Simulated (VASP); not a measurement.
# AlAs (F-43m) in VASP: a series of runs

Aim: see how the results for AlAs move with the level of theory and the settings. Levels: PBE+D3(BJ), RPBE+D4. Tasks: single point.

Everything below comes from runs of VASP 6.6.1. Logs are shortened: lines on timing, memory, paths and dates and some standing lists are left out, and cuts for length are marked.

### 1 The cell of the first run

Symmetry: F-43m, No. 216, cubic system. Conventional cell: a = 5.668 Å, b = 5.668 Å, c = 5.668 Å, α = 90.00°, β = 90.00°, γ = 90.00°. Within 3.2 Å of Al (site symmetry -43m) lie 4 As at 2.45 Å. Within 3.2 Å of As (site symmetry -43m) lie 4 Al at 2.45 Å.

### 2 Single point, PBE+D3(BJ)

INCAR reads:

```
PREC = Accurate
ENCUT = 500
EDIFF = 1E-6
ISMEAR = 0
SIGMA = 0.05
LREAL = F
LASPH = T
NELM = 120
ALGO = Normal
ISIF = 2
LWAVE = F
LCHARG = F
GGA = PE
IVDW = 12
NBANDS = 11
GGA_COMPAT = F
```

KPOINTS reads:

```
regular mesh
0
Gamma
  8 8 8
```

POSCAR reads:

```
AlAs
1.0
    0.0000000000      2.8341688860      2.8341688860
    2.8341688860      0.0000000000      2.8341688860
    2.8341688860      2.8341688860      0.0000000000
Al As
1 1
Direct
    0.0000000000      0.0000000000      0.0000000000
    0.7500000000      0.7500000000      0.7500000000
```

Potentials or basis: VASP PAW PBE potentials, release 64 (Al, As).

Run with:

```console
> cat potpaw_PBE.64/Al/POTCAR potpaw_PBE.64/As/POTCAR > POTCAR
> mpirun -np 1 vasp_std > vasp.out
```

OUTCAR:

```text
PREC = Accurate
   ENCUT = 500
   EDIFF = 1E-6
   ISMEAR = 0
   LREAL = F
   LASPH = T
   NELM = 120
   ISIF = 2
   GGA = PE
   IVDW = 12
 IVDW          = 12

 ion  position               nearest neighbor table
   1  0.000  0.000  0.000-   2 2.45   2 2.45   2 2.45   2 2.45
   2  0.750  0.750  0.750-   1 2.45   1 2.45   1 2.45   1 2.45

  LATTYP: Found a face centered cubic cell.
 ALAT       =     5.6683377720

  Lattice vectors:

 A1 = (   0.0000000000,   2.8341688860,   2.8341688860)
 A2 = (   2.8341688860,   0.0000000000,   2.8341688860)
 A3 = (   2.8341688860,   2.8341688860,   0.0000000000)

Analysis of symmetry for initial positions (statically):
=====================================================================
 Subroutine PRICEL returns:
 Original cell was already a primitive cell.

 Routine SETGRP: Setting up the symmetry group for a
 face centered cubic supercell.

 Subroutine GETGRP returns: Found 24 space group operations
 (whereof 24 operations were pure point group operations)
 out of a pool of 48 trial point group operations.

The static configuration has the point symmetry T_d .

Analysis of symmetry for dynamics (positions and initial velocities):
=====================================================================
 Subroutine PRICEL returns:
 Original cell was already a primitive cell.

 Routine SETGRP: Setting up the symmetry group for a
 face centered cubic supercell.

 Subroutine GETGRP returns: Found 24 space group operations
 (whereof 24 operations were pure point group operations)
 out of a pool of 48 trial point group operations.

The dynamic configuration has the point symmetry T_d .

 Subroutine INISYM returns: Found 24 space group operations
 (whereof 24 operations are pure point group operations),
 and found     1 'primitive' translations

----------------------------------------------------------------------------------------

                                     Primitive cell

  volume of cell :      45.5310

  direct lattice vectors                    reciprocal lattice vectors
     0.000000000  2.834168886  2.834168886    -0.176418562  0.176418562  0.176418562
     2.834168886  0.000000000  2.834168886     0.176418562 -0.176418562  0.176418562
     2.834168886  2.834168886  0.000000000     0.176418562  0.176418562 -0.176418562

  length of vectors
     4.008120077  4.008120077  4.008120077     0.305565913  0.305565913  0.305565913

  position of ions in fractional coordinates (direct lattice)
     0.000000000  0.000000000  0.000000000
     0.750000000  0.750000000  0.750000000

  ion indices of the primitive-cell ions
   primitive index   ion index
                 1           1
                 2           2

----------------------------------------------------------------------------------------

 KPOINTS: regular mesh

Automatic generation of k-mesh.
 Grid dimensions read from file:
 generate k-points for:    8    8    8

 Generating k-lattice:

  Cartesian coordinates                     Fractional coordinates (reciprocal lattice)
    -0.022052320  0.022052320  0.022052320     0.125000000  0.000000000  0.000000000
     0.022052320 -0.022052320  0.022052320     0.000000000  0.125000000  0.000000000
     0.022052320  0.022052320 -0.022052320     0.000000000  0.000000000  0.125000000

  Length of vectors
     0.038195739  0.038195739  0.038195739

  Shift w.r.t. Gamma in fractional coordinates (k-lattice)
     0.000000000  0.000000000  0.000000000

 Subroutine IBZKPT returns following result:
 ===========================================

 Found     29 irreducible k-points:

 Following reciprocal coordinates:
            Coordinates               Weight
  0.000000  0.000000  0.000000      1.000000
  0.125000  0.000000  0.000000      8.000000
  0.250000  0.000000  0.000000      8.000000
  0.375000  0.000000  0.000000      8.000000
  0.500000  0.000000  0.000000      4.000000
  0.125000  0.125000  0.000000      6.000000
[... 16 lines left out ...]
  0.500000  0.250000  0.125000     48.000000
 -0.375000  0.250000  0.125000     24.000000
 [... further k-points ...]
   k-points           NKPTS =     29   k-points in BZ     NKDIM =     29   number of bands    NBANDS=     11
   number of dos      NEDOS =    301   number of ions     NIONS =      2
   total plane-waves  NPLWV =  27000
   dimension x,y,z NGX =    30 NGY =   30 NGZ =   30
   dimension x,y,z NGXF=    60 NGYF=   60 NGZF=   60
   ions per type =               1   1
   NGX,Y,Z   is equivalent  to a cutoff of  12.44, 12.44, 12.44 a.u.
   NGXF,Y,Z  is equivalent  to a cutoff of  24.89, 24.89, 24.89 a.u.
 SYSTEM =  unknown system
   PREC   = accura    normal or accurate (medium, high low for compatibility)
   ISTART =      0    job   : 0-new  1-cont  2-samecut
   ICHARG =      2    charge: 1-file 2-atom 10-const
   ISPIN  =      1    spin polarized calculation?
   LNONCOLLINEAR =      F non collinear calculations
   LSORBIT =      F    spin-orbit coupling
   LASPH  =      T    aspherical Exc in radial PAW
   ENCUT  =  500.0 eV  36.75 Ry    6.06 a.u.   7.31  7.31  7.31*2*pi/ulx,y,z
   NELM   =    120;   NELMIN=  2; NELMDL= -5     # of ELM steps
   EDIFF  = 0.1E-05   stopping-criterion for ELM
   LREAL  =      F    real-space projection
   EDIFFG = 0.1E-04   stopping-criterion for IOM
   NSW    =      0    number of steps for IOM
   IBRION =     -1    ionic relax: 0-MD 1-quasi-New 2-CG
   NFREE  =      0    steps in history (QN), initial steepest desc. (CG)
   ISIF   =      2    stress and relaxation
   ISYM   =      2    0-nonsym 1-usesym 2-fastsym
   POTIM  = 0.5000    time-step for ionic-motion
   TEBEG  =    0.0;   TEEND  =   0.0 temperature during run
   PSTRESS=    0.0 pullay stress
   NELECT =       8.0000    total number of electrons
   NUPDOWN=      -1.0000    fix difference up-down
   EMIN   =  10.00;   EMAX   =-10.00  energy-range for DOS
   EFERMI =   0.00;   METHOD = LEGACY
   ISMEAR =     0;   SIGMA  =   0.05  broadening in eV -4-tet -1-fermi 0-gaus
   EFERMI_NEDOS =   21; number of points for ismear=-14 and -15
   IALGO  =     38    algorithm
   IMIX   =      4    mixing-type and parameters
     AMIX     =   0.40;   BMIX     =  1.00
     AMIX_MAG =   1.60;   BMIX_MAG =  1.00
  volume/ion in A,a.u.               =      22.77       153.63
  Fermi-wavevector in a.u.,A,eV,Ry     =   0.916929  1.732745 11.439221  0.840759
  Thomas-Fermi vector in A             =   2.041840
   LORBIT       =      0    0 simple, 1 ext, 2 COOP (PROOUT), +10 PAW based schemes
   GGA     = PE    functional components
   LHFCALC =     F    Hartree Fock is set to
   AEXX    =    0.0000 exact exchange contribution
   IVDW    =    12    specifies the selected vdW correction
   LEPSILON=     F    determine dielectric tensor
   LRPA    =     F    only Hartree local field effects (RPA)
 non-spin polarized calculation
 Gauss-broadening in eV      SIGMA  =   0.05
  energy-cutoff  :      500.00
  volume of cell :       45.53
 maximum number of plane-waves:      1174
 NGX is ok and might be reduce to    30
   NGX = 15   NGY = 15   NGZ = 15

 number of electron       8.0000000 magnetization

 Free energy of the ion-electron system (eV)
  ---------------------------------------------------
  ext. energy  EPLUGINS =         0.00000000
  ---------------------------------------------------
  free energy    TOTEN  =        -9.37633657 eV

  energy without entropy =       -9.37633657  energy(sigma->0) =       -9.37633657

 E-fermi :   4.0796     XC(G=0):  -9.0261

 val. band max:        3.8555843529   @ k =   0.0000   0.0000   0.0000
 cond. band min:       5.2971780417   @ k =   0.5000   0.5000   0.0000
 fundamental gap:      1.4415936888
 Fermi energy:         4.0796319609

 k-point     1 :       0.0000    0.0000    0.0000
  band No.  band energies     occupation
      1      -7.9869      2.00000
      2       3.8556      2.00000
      3       3.8556      2.00000
      4       3.8556      2.00000
      5       5.8849      0.00000
      6       8.1359      0.00000
      7       8.1359      0.00000
      8       8.1359      0.00000
      9      12.7049      0.00000
     10      12.8592      0.00000
     11      12.8592      0.00000

 k-point     2 :       0.1250    0.0000    0.0000
  band No.  band energies     occupation
      1      -7.8347      2.00000
      2       2.4302      2.00000
      3       3.6950      2.00000
      4       3.6950      2.00000
      5       6.6323      0.00000
      6       8.4171      0.00000
      7       8.4171      0.00000
      8       8.5396      0.00000
      9      12.2590      0.00000
     10      12.2590      0.00000
     11      13.4251      0.00000

 k-point     3 :       0.2500    0.0000    0.0000
  band No.  band energies     occupation
      1      -7.4125      2.00000
      2       0.4773      2.00000
      3       3.3781      2.00000
      4       3.3781      2.00000
      5       6.4569      0.00000
      6       8.7593      0.00000
      7       8.7593      0.00000
      8      10.2872      0.00000
      9      12.1554      0.00000
     10      12.1554      0.00000
     11      13.2418      0.00000

 k-point     4 :       0.3750    0.0000    0.0000
  band No.  band energies     occupation
      1      -6.8665      2.00000
      2      -1.0657      2.00000
      3       3.1249      2.00000
      4       3.1249      2.00000
      5       6.1135      0.00000
      6       8.6479      0.00000
      7       8.6479      0.00000
      8      11.5578      0.00000
      9      13.4482      0.00000
     10      13.4482      0.00000
     11      13.5722      0.00000

 k-point     5 :       0.5000    0.0000    0.0000
  band No.  band energies     occupation
      1      -6.5751      2.00000
      2      -1.6987      2.00000
      3       3.0329      2.00000
      4       3.0329      2.00000
      5       5.9841      0.00000
      6       8.5326      0.00000
      7       8.5326      0.00000
      8      11.5986      0.00000
      9      15.0178      0.00000
     10      15.3981      0.00000
     11      15.3981      0.00000
[... 211 lines left out ...]
 k-point    21 :       0.5000    0.5000    0.0000
  band No.  band energies     occupation
      1      -6.0279      2.00000
      2      -1.5628      2.00000
      3       1.6903      2.00000
      4       1.6903      2.00000
      5       5.2972      0.00000
      6       6.1478      0.00000
      7      14.1602      0.00000
      8      14.1602      0.00000
      9      15.5868      0.00000
     10      16.3908      0.00000
     11      16.3908      0.00000

 k-point    22 :       0.3750    0.2500    0.1250
  band No.  band energies     occupation
      1      -7.0592      2.00000
      2       0.0983      2.00000
      3       1.9095      2.00000
      4       2.8828      2.00000
      5       7.4456      0.00000
      6       8.1155      0.00000
      7       9.1538      0.00000
      8      10.3701      0.00000
      9      12.0190      0.00000
     10      14.2798      0.00000
     11      15.8656      0.00000

 k-point    23 :       0.5000    0.2500    0.1250
  band No.  band energies     occupation
      1      -6.5678      2.00000
      2      -0.9129      2.00000
      3       1.3258      2.00000
      4       2.5025      2.00000
      5       7.5287      0.00000
      6       8.3087      0.00000
      7       9.6328      0.00000
      8      10.7099      0.00000
      9      13.1829      0.00000
     10      14.3908      0.00000
     11      16.0144      0.00000

 k-point    24 :      -0.3750    0.2500    0.1250
  band No.  band energies     occupation
      1      -6.3140      2.00000
      2      -1.3916      2.00000
      3       1.1751      2.00000
      4       2.3200      2.00000
      5       7.5160      0.00000
      6       8.0966      0.00000
      7      10.5204      0.00000
      8      11.4840      0.00000
      9      12.1998      0.00000
     10      14.8521      0.00000
     11      16.1314      0.00000

 [... further k-points ...]

------------------------ aborting loop because EDIFF is reached ----------------------------------------

 Edisp (eV)   -0.63160

 E8    (eV) :    -0.2760

  FORCE on cell =-STRESS in cart. coord.  units (eV):
  Direction    XX          YY          ZZ          XY          YZ          ZX
  --------------------------------------------------------------------------------------
  -------------------------------------------------------------------------------------
  Total       0.01202     0.01202     0.01202    -0.00000     0.00000    -0.00000
  in kB       0.42312     0.42312     0.42312    -0.00000     0.00000    -0.00000
  external pressure =        0.42 kB  Pullay stress =        0.00 kB

 VOLUME and BASIS-vectors are now :
 -----------------------------------------------------------------------------
  energy-cutoff  :      500.00
  volume of cell :       45.53
      direct lattice vectors                 reciprocal lattice vectors
     0.000000000  2.834168886  2.834168886    -0.176418562  0.176418562  0.176418562
     2.834168886  0.000000000  2.834168886     0.176418562 -0.176418562  0.176418562
     2.834168886  2.834168886  0.000000000     0.176418562  0.176418562 -0.176418562

 POSITION                                       TOTAL-FORCE (eV/Angst)
 -----------------------------------------------------------------------------------
      0.00000      0.00000      0.00000        -0.000000     -0.000000     -0.000000
      4.25125      4.25125      4.25125         0.000000      0.000000      0.000000
 -----------------------------------------------------------------------------------
    total drift:                                0.000000      0.000000      0.000000

  FREE ENERGIE OF THE ION-ELECTRON SYSTEM (eV)
  ---------------------------------------------------
  free  energy   TOTEN  =       -10.0079403599 eV

  energy  without entropy=      -10.0079403599  energy(sigma->0) =      -10.00794036
```

It took 12 s on 1 thread of Intel Xeon Platinum 8259CL at 2.50GHz (Skylake/Cascade Lake), shared host; peak memory 0.18 GiB.

What came out:

```yaml
Free_energy: -10.0079 eV
Pressure: 0.0 GPa
Band_gap_on_the_k_mesh: 1.44 eV, indirect (least direct gap 2.03 eV)
Dispersion_energy_per_atom: -0.316 eV
```

Caveat: three body term missing.

[end of part 1 of 2]
